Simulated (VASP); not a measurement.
# C (P1) in VASP: further runs

C is run at these levels: r2SCAN; tasks: single point.

Program: VASP 6.6.1. These are calculated values, not measurements. Logs are shortened: lines on timing, memory, paths and dates and some standing lists are left out, and cuts for length are marked.

## Step 1: The cell of the first run

The typed cell holds 8 atoms: a = 4.433 Å, b = 4.799 Å, c = 2.756 Å, α = 93.06°, β = 86.40°, γ = 127.63°.

## Step 2: Single point, r2SCAN (atoms moved at random and the cell strained at random)

POSCAR

```
C
1.0
    1.8315443019     -4.0336177708      0.1514693390
    2.2498838171      4.2366475559     -0.1367507400
    0.0086923103     -0.0826083314      2.7551059366
C
8
Direct
    0.6555029743      1.0395346256      0.0680743786
    0.3159405862      0.0092765709     -0.0746920916
    0.0445150295      0.3654084510     -0.0159856995
    0.9586460514      0.5839019387      0.0613937891
    0.4668395320      0.2863482623      0.4763924731
    0.5685398384      0.7661687364      0.5306914761
    0.8191683371      0.5811475584      0.5330422755
    0.1708476509      0.3682138568      0.4210833985
```

INCAR.step1

```
PREC     = Accurate       # precision mode
ENCUT    = 520            # plane-wave cutoff, eV
ISMEAR   = 0              # smearing method
SIGMA    = 0.05           # smearing width, eV
LREAL    = False          # projectors in reciprocal space
LASPH    = True           # aspherical terms in the spheres
NELM     = 80             # most SCF steps
NBANDS   = 26             # bands
GGA      = PE             # functional
ALGO     = Normal         # electronic algorithm
EDIFF    = 1E-4           # SCF threshold, eV
LWAVE    = True           # write WAVECAR
LCHARG   = False          # write CHGCAR
```

INCAR.step2

```
PREC     = Accurate       # precision mode
ENCUT    = 520            # plane-wave cutoff, eV
EDIFF    = 1E-6           # SCF threshold, eV
ISMEAR   = 0              # smearing method
SIGMA    = 0.05           # smearing width, eV
LREAL    = False          # projectors in reciprocal space
LASPH    = True           # aspherical terms in the spheres
NELM     = 80             # most SCF steps
ALGO     = Normal         # electronic algorithm
ISIF     = 2              # what is computed and relaxed
LWAVE    = False          # write WAVECAR
LCHARG   = False          # write CHGCAR
METAGGA  = R2SCAN         # meta-GGA
LMIXTAU  = True         
NBANDS   = 26             # bands
ISTART   = 1
```

KPOINTS

```
regular mesh
0
Gamma
  6 6 10
```

Potentials or basis: VASP PAW PBE potentials, release 64 (C).

Started as:

```
$ cat potpaw_PBE.64/C/POTCAR > POTCAR
$ cp INCAR.step1 INCAR
$ mpirun -np 1 vasp_std > vasp.out
$ cp INCAR.step2 INCAR
$ mpirun -np 1 vasp_std > vasp.out
```

OUTCAR:

```text
PREC = Accurate
   ENCUT = 520
   EDIFF = 1E-6
   ISMEAR = 0
   LREAL = False
   LASPH = True
   NELM = 80
   ISIF = 2
   METAGGA = R2SCAN
   ISTART = 1

 ion  position               nearest neighbor table
   1  0.656  0.040  0.068-   3 1.47   2 1.50   6 1.73   6 1.82
   2  0.316  0.009  0.925-   1 1.50   5 1.65   4 1.70   5 1.83
   3  0.045  0.365  0.984-   4 1.32   8 1.36   1 1.47   8 1.61
   4  0.959  0.584  0.061-   3 1.32   7 1.40   7 1.61   2 1.70   5 2.04
   5  0.467  0.286  0.476-   7 1.33   8 1.60   2 1.65   2 1.83   4 2.04   6 2.06
   6  0.569  0.766  0.531-   8 1.66   1 1.73   7 1.80   1 1.82   5 2.06
   7  0.819  0.581  0.533-   5 1.33   4 1.40   4 1.61   6 1.80
   8  0.171  0.368  0.421-   3 1.36   5 1.60   3 1.61   6 1.66

  LATTYP: Found a triclinic cell.
 ALAT       =     4.4325579310
 B/A-ratio  =     0.9219284679
 C/A-ratio  =     0.6218436081
 COS(alpha) =     0.0052607532
 COS(beta)  =     0.0627322553
 COS(gamma) =     0.3676012198

  Lattice vectors:

 A1 = (   1.8315443019,  -4.0336177708,   0.1514693390)
 A2 = (   4.0814281190,   0.2030297851,   0.0147185990)
 A3 = (   0.0086923103,  -0.0826083314,   2.7551059366)

Analysis of symmetry for initial positions (statically):
=====================================================================
 Subroutine PRICEL returns:
 Original cell was already a primitive cell.

 Routine SETGRP: Setting up the symmetry group for a
 triclinic supercell.

 Subroutine GETGRP returns: Found  1 space group operations
 (whereof  1 operations were pure point group operations)
 out of a pool of  2 trial point group operations.

The static configuration has the point symmetry C_1 .

Analysis of symmetry for dynamics (positions and initial velocities):
=====================================================================
 Subroutine PRICEL returns:
 Original cell was already a primitive cell.

 Routine SETGRP: Setting up the symmetry group for a
 triclinic supercell.

 Subroutine GETGRP returns: Found  1 space group operations
 (whereof  1 operations were pure point group operations)
 out of a pool of  2 trial point group operations.

The dynamic configuration has the point symmetry C_1 .

 Subroutine INISYM returns: Found  1 space group operations
 (whereof  1 operations are pure point group operations),
 and found     1 'primitive' translations

----------------------------------------------------------------------------------------

                                     Primitive cell

  volume of cell :      46.3320

  direct lattice vectors                    reciprocal lattice vectors
     1.831544302 -4.033617771  0.151469339     0.251686149 -0.133813788 -0.004806301
     2.249883817  4.236647556 -0.136750740     0.239586849  0.108883381  0.002508837
     0.008692310 -0.082608331  2.755105937    -0.001945136  0.012761240  0.363351216

  length of vectors
     4.432557931  4.798943683  2.756357817     0.285087966  0.263180059  0.363580444

  position of ions in fractional coordinates (direct lattice)
     0.655502974  0.039534626  0.068074379
     0.315940586  0.009276571  0.925307908
     0.044515029  0.365408451  0.984014301
     0.958646051  0.583901939  0.061393789
     0.466839532  0.286348262  0.476392473
     0.568539838  0.766168736  0.530691476
     0.819168337  0.581147558  0.533042276
     0.170847651  0.368213857  0.421083399

  ion indices of the primitive-cell ions
   primitive index   ion index
                 1           1
                 2           2
                 3           3
                 4           4
                 5           5
                 6           6
                 7           7
                 8           8

----------------------------------------------------------------------------------------

 KPOINTS: regular mesh

Automatic generation of k-mesh.
 Grid dimensions read from file:
 generate k-points for:    6    6   10

 Generating k-lattice:

  Cartesian coordinates                     Fractional coordinates (reciprocal lattice)
     0.041947692 -0.022302298 -0.000801050     0.166666667  0.000000000  0.000000000
     0.039931142  0.018147230  0.000418139     0.000000000  0.166666667  0.000000000
    -0.000194514  0.001276124  0.036335122    -0.000000000  0.000000000  0.100000000

  Length of vectors
     0.047514661  0.043863343  0.036358044

  Shift w.r.t. Gamma in fractional coordinates (k-lattice)
     0.000000000  0.000000000  0.000000000

 Subroutine IBZKPT returns following result:
 ===========================================

 Found    184 irreducible k-points:

 Following reciprocal coordinates:
            Coordinates               Weight
  0.000000  0.000000  0.000000      1.000000
  0.166667 -0.000000  0.000000      2.000000
  0.333333 -0.000000  0.000000      2.000000
  0.500000 -0.000000  0.000000      1.000000
  0.000000  0.166667  0.000000      2.000000
  0.166667  0.166667 -0.000000      2.000000
[... 16 lines left out ...]
  0.333333  0.000000  0.100000      2.000000
  0.500000 -0.000000  0.100000      2.000000
 [... further k-points ...]
   k-points           NKPTS =    184   k-points in BZ     NKDIM =    184   number of bands    NBANDS=     26
   number of dos      NEDOS =    301   number of ions     NIONS =      8
   total plane-waves  NPLWV =  25920
   dimension x,y,z NGX =    36 NGY =   36 NGZ =   20
   dimension x,y,z NGXF=    72 NGYF=   72 NGZF=   40
   ions per type =               8
   NGX,Y,Z   is equivalent  to a cutoff of  13.50, 12.47, 12.06 a.u.
   NGXF,Y,Z  is equivalent  to a cutoff of  27.00, 24.94, 24.13 a.u.
 SYSTEM =  unknown system
   PREC   = accura    normal or accurate (medium, high low for compatibility)
   ISTART =      1    job   : 0-new  1-cont  2-samecut
   ICHARG =      0    charge: 1-file 2-atom 10-const
   ISPIN  =      1    spin polarized calculation?
   LNONCOLLINEAR =      F non collinear calculations
   LSORBIT =      F    spin-orbit coupling
   LASPH  =      T    aspherical Exc in radial PAW
   ENCUT  =  520.0 eV  38.22 Ry    6.18 a.u.   8.24  8.92  5.12*2*pi/ulx,y,z
   NELM   =     80;   NELMIN=  2; NELMDL=  0     # of ELM steps
   EDIFF  = 0.1E-05   stopping-criterion for ELM
   LREAL  =      F    real-space projection
   EDIFFG = 0.1E-04   stopping-criterion for IOM
   NSW    =      0    number of steps for IOM
   IBRION =     -1    ionic relax: 0-MD 1-quasi-New 2-CG
   NFREE  =      0    steps in history (QN), initial steepest desc. (CG)
   ISIF   =      2    stress and relaxation
   ISYM   =      2    0-nonsym 1-usesym 2-fastsym
   POTIM  = 0.5000    time-step for ionic-motion
   TEBEG  =    0.0;   TEEND  =   0.0 temperature during run
   PSTRESS=    0.0 pullay stress
   NELECT =      32.0000    total number of electrons
   NUPDOWN=      -1.0000    fix difference up-down
   EMIN   =  10.00;   EMAX   =-10.00  energy-range for DOS
   EFERMI =   0.00;   METHOD = LEGACY
   ISMEAR =     0;   SIGMA  =   0.05  broadening in eV -4-tet -1-fermi 0-gaus
   EFERMI_NEDOS =   21; number of points for ismear=-14 and -15
   IALGO  =     38    algorithm
   IMIX   =      4    mixing-type and parameters
     AMIX     =   0.40;   BMIX     =  1.00
     AMIX_MAG =   1.60;   BMIX_MAG =  1.00
  volume/ion in A,a.u.               =       5.79        39.08
  Fermi-wavevector in a.u.,A,eV,Ry     =   1.447098  2.734618 28.491853  2.094092
  Thomas-Fermi vector in A             =   2.565091
   LORBIT       =      0    0 simple, 1 ext, 2 COOP (PROOUT), +10 PAW based schemes
   METAGGA = R2SCAN    functional components
   LHFCALC =     F    Hartree Fock is set to
   AEXX    =    0.0000 exact exchange contribution
   IVDW    =     0    specifies the selected vdW correction
   LEPSILON=     F    determine dielectric tensor
   LRPA    =     F    only Hartree local field effects (RPA)
 non-spin polarized calculation
 Gauss-broadening in eV      SIGMA  =   0.05
  energy-cutoff  :      520.00
  volume of cell :       46.33
 maximum number of plane-waves:      1265
 NGX is ok and might be reduce to    36
   NGX = 17   NGY = 17   NGZ = 11

 number of electron      32.0000001 magnetization

 Free energy of the ion-electron system (eV)
  ---------------------------------------------------
  ext. energy  EPLUGINS =         0.00000000
  ---------------------------------------------------
  free energy    TOTEN  =       -64.50641494 eV

  energy without entropy =      -64.50579817  energy(sigma->0) =      -64.50610656

 E-fermi :  10.4301     XC(G=0): -14.1529

 val. band max:       10.4236971541   @ k =   0.5000   0.5000   0.1000
 cond. band min:      10.4382373061   @ k =   0.5000   0.5000   0.0000
 fundamental gap:      0.0145401520
 Fermi energy:        10.4300986650

 k-point     1 :       0.0000    0.0000    0.0000
  band No.  band energies     occupation
      1     -14.1869      2.00000
      2      -8.0454      2.00000
      3      -6.6242      2.00000
      4      -6.0175      2.00000
      5      -4.2951      2.00000
      6      -2.8689      2.00000
[... 18 lines left out ...]
     25      18.8869      0.00000
     26      20.7091      0.00000

 k-point     2 :       0.1667   -0.0000    0.0000
  band No.  band energies     occupation
      1     -13.9671      2.00000
      2      -8.8963      2.00000
      3      -7.2512      2.00000
      4      -5.3778      2.00000
      5      -4.0580      2.00000
      6      -2.8677      2.00000
[... 18 lines left out ...]
     25      19.1998      0.00000
     26      20.3224      0.00000

 k-point     3 :       0.3333   -0.0000    0.0000
  band No.  band energies     occupation
      1     -13.3689      2.00000
      2     -10.1823      2.00000
      3      -8.2121      2.00000
      4      -5.2942      2.00000
      5      -3.3938      2.00000
      6      -0.9850      2.00000
[... 572 lines left out ...]
 k-point    23 :       0.3333    0.0000    0.1000
  band No.  band energies     occupation
      1     -13.2461      2.00000
      2      -9.9890      2.00000
      3      -8.0880      2.00000
      4      -5.1274      2.00000
      5      -3.4692      2.00000
      6      -1.3298      2.00000
[... 18 lines left out ...]
     25      19.6736      0.00000
     26      20.5329      0.00000

 k-point    24 :       0.5000   -0.0000    0.1000
  band No.  band energies     occupation
      1     -12.7206      2.00000
      2     -10.8223      2.00000
      3      -8.3994      2.00000
      4      -5.4799      2.00000
      5      -2.1400      2.00000
      6      -1.3149      2.00000
[... 18 lines left out ...]
     25      19.8508      0.00000
     26      20.8224      0.00000

 [... further k-points ...]
[... 5 lines left out ...]
  --------------------------------------------------------------------------------------
  -------------------------------------------------------------------------------------
  Total       19.9110263     23.5369923     -7.3260894     -5.2683355      9.1043508      0.3947535
  in kB      688.5308846    813.9181727   -253.3389660   -182.1810501    314.8319236     13.6507262
  external PRESSURE =     416.3700304 kB  Pullay stress =       0.0000000 kB

 VOLUME and BASIS-vectors are now :
 -----------------------------------------------------------------------------
  energy-cutoff  :      520.00
  volume of cell :       46.33
      direct lattice vectors                 reciprocal lattice vectors
     1.831544302 -4.033617771  0.151469339     0.251686149 -0.133813788 -0.004806301
     2.249883817  4.236647556 -0.136750740     0.239586849  0.108883381  0.002508837
     0.008692310 -0.082608331  2.755105937    -0.001945136  0.012761240  0.363351216

 POSITION                                       TOTAL-FORCE (eV/Angst)
 -----------------------------------------------------------------------------------
      1.29012     -2.48218      0.28143        -7.472733     -5.371865     -3.948053
      0.60757     -1.31152      2.59591         3.916666     -1.902014      4.166918
      0.91221      1.28726      2.66784        -6.129086     -1.880476     -3.716930
      3.07005     -1.39810      0.23450        10.524989      7.471028     -5.570557
      1.50343     -0.70925      1.34407       -14.656435      3.250234     -0.013580
      2.76971      0.90887      1.44345         3.427133     -0.837551     -1.313122
      2.81249     -0.88613      1.51319         0.580129      6.494485      1.783502
      1.14501      0.83607      1.13565         9.809337     -7.223841      8.611822
 -----------------------------------------------------------------------------------
    total drift:                                0.000179     -0.000267     -0.000125

  FREE ENERGIE OF THE ION-ELECTRON SYSTEM (eV)
  ---------------------------------------------------
  free  energy   TOTEN  =       -64.5064149413 eV

  energy  without entropy=      -64.5057981719  energy(sigma->0) =      -64.50610656
```

It took 4.5 min on 1 thread of Intel Xeon 6975P-C (Granite Rapids), shared host; peak memory 0.26 GiB.

Results:

- Free energy: -64.5064 eV
- Pressure: 41.6 GPa
- Largest force: 15.013 eV/Å
- Band gap on the k mesh: zero (band 16 reaches 10.44 eV, above the bottom of band 17 at 10.16 eV)

Forces on the atoms (eV/Å):
```
C    -7.473  -5.372  -3.948
C     3.917  -1.902   4.167
C    -6.129  -1.880  -3.717
C    10.525   7.471  -5.571
C   -14.656   3.250  -0.014
C     3.427  -0.838  -1.313
C     0.580   6.494   1.784
C     9.809  -7.224   8.612
```

Stress tensor (GPa, compression positive):
```
 68.85 -18.22   1.37
-18.22  81.39  31.48
  1.37  31.48 -25.33
```

Caveat: the cell differs from its parent crystal (atoms moved at random and the cell strained at random); the PAW data sets were made with another functional, which shifts forces and pressure a little.

(Continued in part 2 of 2.)
